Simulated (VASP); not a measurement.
# HgH3 (P1) in VASP: single point with PBE

Aim: the single point of HgH3 with PBE.

Everything below comes from runs of VASP 6.6.1. Logs are shortened: lines on timing, memory, paths and dates and some standing lists are left out, and cuts for length are marked.

### Step 1. The cell of the first run

The typed cell holds 8 atoms: a = 7.339 Å, b = 7.275 Å, c = 7.359 Å, α = 88.88°, β = 88.55°, γ = 88.32°.

### Step 2. Single point, PBE

Input file INCAR:

```
ALGO = Normal
EDIFF = 1E-7
ENCUT = 520
GGA = PE
ISIF = 2
ISMEAR = 0
LASPH = True
LCHARG = False
LREAL = False
LWAVE = False
NBANDS = 25
NELM = 60
PREC = Accurate
SIGMA = 0.1
```

Input file KPOINTS:

```
k-points
0
Gamma
  2 2 2
```

Input file POSCAR:

```
HgH3
1.0
    7.3377868689      0.1064088744      0.0930912445
    0.1073806654      7.2741836942      0.0716892398
    0.0920120504      0.0702576889      7.3582655245
Hg H
2 6
Direct
    0.4909381482      0.5164877593      0.5043041034
   -0.0460165914      0.0467528260      0.0129119971
    0.0451152782      0.4659708566      0.4674774084
    0.9425551173      0.4686283994      0.4704601964
    0.5037176723      0.0646220385      0.5175386247
    0.5037015307      0.9611942558      0.5179545208
    0.5236075656      0.4848936313      0.0554753298
    0.5363812792      0.4914502331      0.9538778194
```

Potentials or basis: VASP PAW PBE potentials, release 64 (Hg, H).

Launch:

```
cat potpaw_PBE.64/Hg/POTCAR potpaw_PBE.64/H/POTCAR > POTCAR
mpirun -np 1 vasp_std > vasp.out
```

OUTCAR:

```text
EDIFF = 1E-7
   ENCUT = 520
   GGA = PE
   ISIF = 2
   ISMEAR = 0
   LASPH = True
   LREAL = False
   NELM = 60
   PREC = Accurate

 ion  position               nearest neighbor table
   1  0.491  0.516  0.504-
   2  0.954  0.047  0.013-
   3  0.045  0.466  0.467-   4 0.75
   4  0.943  0.469  0.470-   3 0.75
   5  0.504  0.065  0.518-   6 0.75
   6  0.504  0.961  0.518-   5 0.75
   7  0.524  0.485  0.055-   8 0.75
   8  0.536  0.491  0.954-   7 0.75

  Warning from LATTYP: Got some problem with cell dimensions!
  Tried to take original basis but could not verify dimensions!
  LATTYP: Found a triclinic cell.
 ALAT       =     7.3391487900
 B/A-ratio  =     1.3872412929
 C/A-ratio  =     1.0027288422
 COS(alpha) =     0.0042599230
 COS(beta)  =     0.0253217682
 COS(gamma) =     0.6998617637

  Lattice vectors:

 A1 = (  -7.3377868689,  -0.1064088744,  -0.0930912445)
 A2 = (  -7.2304062035,   7.1677748198,  -0.0214020047)
 A3 = (  -0.0920120504,  -0.0702576889,  -7.3582655245)

Analysis of symmetry for initial positions (statically):
=====================================================================
 Subroutine PRICEL returns:
 Original cell was already a primitive cell.

 Routine SETGRP: Setting up the symmetry group for a
 triclinic supercell.

 Subroutine GETGRP returns: Found  1 space group operations
 (whereof  1 operations were pure point group operations)
 out of a pool of  2 trial point group operations.

The static configuration has the point symmetry C_1 .

Analysis of symmetry for dynamics (positions and initial velocities):
=====================================================================
 Subroutine PRICEL returns:
 Original cell was already a primitive cell.

 Routine SETGRP: Setting up the symmetry group for a
 triclinic supercell.

 Subroutine GETGRP returns: Found  1 space group operations
 (whereof  1 operations were pure point group operations)
 out of a pool of  2 trial point group operations.

The dynamic configuration has the point symmetry C_1 .

 Subroutine INISYM returns: Found  1 space group operations
 (whereof  1 operations are pure point group operations),
 and found     1 'primitive' translations

----------------------------------------------------------------------------------------

                                     Primitive cell

  volume of cell :     392.5759

  direct lattice vectors                    reciprocal lattice vectors
     7.337786869  0.106408874  0.093091245     0.136331202 -0.001995892 -0.001685708
     0.107380665  7.274183694  0.071689240    -0.001977820  0.137514363 -0.001288273
     0.092012050  0.070257689  7.358265525    -0.001705491 -0.001314508  0.135935470

  length of vectors
     7.339148790  7.275329434  7.359176169     0.136356232  0.137534619  0.135952523

  position of ions in fractional coordinates (direct lattice)
     0.490938148  0.516487759  0.504304103
     0.953983409  0.046752826  0.012911997
     0.045115278  0.465970857  0.467477408
     0.942555117  0.468628399  0.470460196
     0.503717672  0.064622038  0.517538625
     0.503701531  0.961194256  0.517954521
     0.523607566  0.484893631  0.055475330
     0.536381279  0.491450233  0.953877819

  ion indices of the primitive-cell ions
   primitive index   ion index
                 1           1
                 2           2
                 3           3
                 4           4
                 5           5
                 6           6
                 7           7
                 8           8

----------------------------------------------------------------------------------------

 KPOINTS: k-points

Automatic generation of k-mesh.
 Grid dimensions read from file:
 generate k-points for:    2    2    2

 Generating k-lattice:

  Cartesian coordinates                     Fractional coordinates (reciprocal lattice)
     0.068165601 -0.000997946 -0.000842854     0.500000000 -0.000000000 -0.000000000
    -0.000988910  0.068757181 -0.000644137    -0.000000000  0.500000000  0.000000000
    -0.000852745 -0.000657254  0.067967735    -0.000000000  0.000000000  0.500000000

  Length of vectors
     0.068178116  0.068767309  0.067976262

  Shift w.r.t. Gamma in fractional coordinates (k-lattice)
     0.000000000  0.000000000  0.000000000

 Subroutine IBZKPT returns following result:
 ===========================================

 Found      8 irreducible k-points:

 Following reciprocal coordinates:
            Coordinates               Weight
  0.000000  0.000000  0.000000      1.000000
  0.500000 -0.000000  0.000000      1.000000
  0.000000  0.500000  0.000000      1.000000
  0.500000  0.500000  0.000000      1.000000
  0.000000 -0.000000  0.500000      1.000000
  0.500000 -0.000000  0.500000      1.000000
  0.000000  0.500000  0.500000      1.000000
  0.500000  0.500000  0.500000      1.000000
   k-points           NKPTS =      8   k-points in BZ     NKDIM =      8   number of bands    NBANDS=     25
   number of dos      NEDOS =    301   number of ions     NIONS =      8
   total plane-waves  NPLWV = 169344
   dimension x,y,z NGX =    56 NGY =   54 NGZ =   56
   dimension x,y,z NGXF=   112 NGYF=  108 NGZF=  112
   ions per type =               2   6
   NGX,Y,Z   is equivalent  to a cutoff of  12.69, 12.34, 12.65 a.u.
   NGXF,Y,Z  is equivalent  to a cutoff of  25.37, 24.68, 25.30 a.u.
 SYSTEM =  unknown system
   PREC   = accura    normal or accurate (medium, high low for compatibility)
   ISTART =      0    job   : 0-new  1-cont  2-samecut
   ICHARG =      2    charge: 1-file 2-atom 10-const
   ISPIN  =      1    spin polarized calculation?
   LNONCOLLINEAR =      F non collinear calculations
   LSORBIT =      F    spin-orbit coupling
   LASPH  =      T    aspherical Exc in radial PAW
   ENCUT  =  520.0 eV  38.22 Ry    6.18 a.u.  13.65 13.53 13.68*2*pi/ulx,y,z
   NELM   =     60;   NELMIN=  2; NELMDL= -5     # of ELM steps
   EDIFF  = 0.1E-06   stopping-criterion for ELM
   LREAL  =      F    real-space projection
   EDIFFG = 0.1E-05   stopping-criterion for IOM
   NSW    =      0    number of steps for IOM
   IBRION =     -1    ionic relax: 0-MD 1-quasi-New 2-CG
   NFREE  =      0    steps in history (QN), initial steepest desc. (CG)
   ISIF   =      2    stress and relaxation
   ISYM   =      2    0-nonsym 1-usesym 2-fastsym
   POTIM  = 0.5000    time-step for ionic-motion
   TEBEG  =    0.0;   TEEND  =   0.0 temperature during run
   PSTRESS=    0.0 pullay stress
   NELECT =      30.0000    total number of electrons
   NUPDOWN=      -1.0000    fix difference up-down
   EMIN   =  10.00;   EMAX   =-10.00  energy-range for DOS
   EFERMI =   0.00;   METHOD = LEGACY
   ISMEAR =     0;   SIGMA  =   0.10  broadening in eV -4-tet -1-fermi 0-gaus
   EFERMI_NEDOS =   21; number of points for ismear=-14 and -15
   IALGO  =     38    algorithm
   IMIX   =      4    mixing-type and parameters
     AMIX     =   0.40;   BMIX     =  1.00
     AMIX_MAG =   1.60;   BMIX_MAG =  1.00
  volume/ion in A,a.u.               =      49.07       331.15
  Fermi-wavevector in a.u.,A,eV,Ry     =   0.694716  1.312823  6.566587  0.482631
  Thomas-Fermi vector in A             =   1.777287
   LORBIT       =      0    0 simple, 1 ext, 2 COOP (PROOUT), +10 PAW based schemes
   GGA     = PE    functional components
   LHFCALC =     F    Hartree Fock is set to
   AEXX    =    0.0000 exact exchange contribution
   IVDW    =     0    specifies the selected vdW correction
   LEPSILON=     F    determine dielectric tensor
   LRPA    =     F    only Hartree local field effects (RPA)
 non-spin polarized calculation
 Gauss-broadening in eV      SIGMA  =   0.10
  energy-cutoff  :      520.00
  volume of cell :      392.58
 maximum number of plane-waves:     10585
 NGX is ok and might be reduce to    56
   NGX = 27   NGY = 27   NGZ = 27

 number of electron      30.0000001 magnetization

 Free energy of the ion-electron system (eV)
  ---------------------------------------------------
  ext. energy  EPLUGINS =         0.00000000
  ---------------------------------------------------
  free energy    TOTEN  =       -20.40574346 eV

  energy without entropy =      -20.40574346  energy(sigma->0) =      -20.40574346

 E-fermi :  -5.2086     XC(G=0):  -3.9339

 val. band max:       -5.6878246277   @ k =   0.0000   0.0000   0.0000
 cond. band min:      -0.7500316877   @ k =   0.0000   0.0000   0.0000
 fundamental gap:      4.9377929400
 Fermi energy:        -5.2085873884

 k-point     1 :       0.0000    0.0000    0.0000
  band No.  band energies     occupation
      1      -9.4679      2.00000
      2      -9.4405      2.00000
      3      -9.4269      2.00000
      4      -8.9942      2.00000
      5      -8.9924      2.00000
      6      -8.9913      2.00000
[... 17 lines left out ...]
     24       2.5612      0.00000
     25       3.4165      0.00000

 k-point     2 :       0.5000   -0.0000    0.0000
  band No.  band energies     occupation
      1      -9.4606      2.00000
      2      -9.4361      2.00000
      3      -9.3544      2.00000
      4      -8.9931      2.00000
      5      -8.9916      2.00000
      6      -8.9889      2.00000
[... 17 lines left out ...]
     24       2.5682      0.00000
     25       3.0109      0.00000

 k-point     3 :       0.0000    0.5000    0.0000
  band No.  band energies     occupation
      1      -9.4471      2.00000
      2      -9.4268      2.00000
      3      -9.3551      2.00000
      4      -8.9941      2.00000
      5      -8.9925      2.00000
      6      -8.9914      2.00000
[... 104 lines left out ...]
 k-point     7 :       0.0000    0.5000    0.5000
  band No.  band energies     occupation
      1      -9.4354      2.00000
      2      -9.3555      2.00000
      3      -9.3540      2.00000
      4      -9.0061      2.00000
      5      -8.9942      2.00000
      6      -8.9920      2.00000
[... 17 lines left out ...]
     24       2.3605      0.00000
     25       2.4648      0.00000

 k-point     8 :       0.5000    0.5000    0.5000
  band No.  band energies     occupation
      1      -9.3570      2.00000
      2      -9.3552      2.00000
      3      -9.3524      2.00000
      4      -9.0067      2.00000
      5      -9.0035      2.00000
      6      -8.9926      2.00000
[... 17 lines left out ...]
     24       2.7203      0.00000
     25       3.0526      0.00000

------------------------ aborting loop because EDIFF is reached ----------------------------------------

  FORCE on cell =-STRESS in cart. coord.  units (eV):
  Direction    XX          YY          ZZ          XY          YZ          ZX
  --------------------------------------------------------------------------------------
  -------------------------------------------------------------------------------------
  Total       -0.1251328     -0.0998145     -0.1222413      0.0013600      0.0052041      0.0062166
  in kB       -0.5106911     -0.4073620     -0.4988901      0.0055503      0.0212390      0.0253712
  external PRESSURE =      -0.4723144 kB  Pullay stress =       0.0000000 kB

 VOLUME and BASIS-vectors are now :
 -----------------------------------------------------------------------------
  energy-cutoff  :      520.00
  volume of cell :      392.58
      direct lattice vectors                 reciprocal lattice vectors
     7.337786869  0.106408874  0.093091245     0.136331202 -0.001995892 -0.001685708
     0.107380665  7.274183694  0.071689240    -0.001977820  0.137514363 -0.001288273
     0.092012050  0.070257689  7.358265525    -0.001705491 -0.001314508  0.135935470

 POSITION                                       TOTAL-FORCE (eV/Angst)
 -----------------------------------------------------------------------------------
      3.70426      3.84470      3.79353        -0.001142     -0.000332      0.000860
      7.00634      0.44251      0.18717        -0.002229      0.001792      0.000494
      0.42410      3.42720      3.47743        -0.028035     -0.000511      0.000660
      7.00988      3.54224      3.58311         0.027391     -0.002483     -0.002606
      3.75073      0.56003      3.85971         0.000597     -0.030526      0.000788
      3.84693      7.08189      3.92704         0.001168      0.033272      0.000136
      3.89929      3.58682      0.49171         0.005942      0.002035     -0.020370
      4.07639      3.69899      7.10405        -0.003691     -0.003246      0.020037
 -----------------------------------------------------------------------------------
    total drift:                               -0.000091     -0.000010     -0.000028

  FREE ENERGIE OF THE ION-ELECTRON SYSTEM (eV)
  ---------------------------------------------------
  free  energy   TOTEN  =       -20.4057434645 eV

  energy  without entropy=      -20.4057434645  energy(sigma->0) =      -20.40574346
```

Run time: 2.9 min. Hardware: 1 thread of Intel Xeon 6975P-C, shared host; peak memory 0.45 GiB.

What came out:

| Item | Value |
| --- | --- |
| Free energy | -20.4057 eV |
| Pressure | 0.0 GPa |
| Largest force | 0.033 eV/Å |
| Band gap on the k mesh | 4.94 eV, direct |

Forces on the atoms (eV/Å):
```
Hg  -0.001  0.000  0.001
Hg  -0.002  0.002  0.000
H   -0.028 -0.001  0.001
H    0.027 -0.002 -0.003
H    0.001 -0.031  0.001
H    0.001  0.033  0.000
H    0.006  0.002 -0.020
H   -0.004 -0.003  0.020
```

Caveat: the k points lie up to 0.43 Å⁻¹ apart; spin-orbit coupling is left out, which moves the levels of the heavy elements. A hybrid or GW would open this gap; PBE tends to underestimate it.
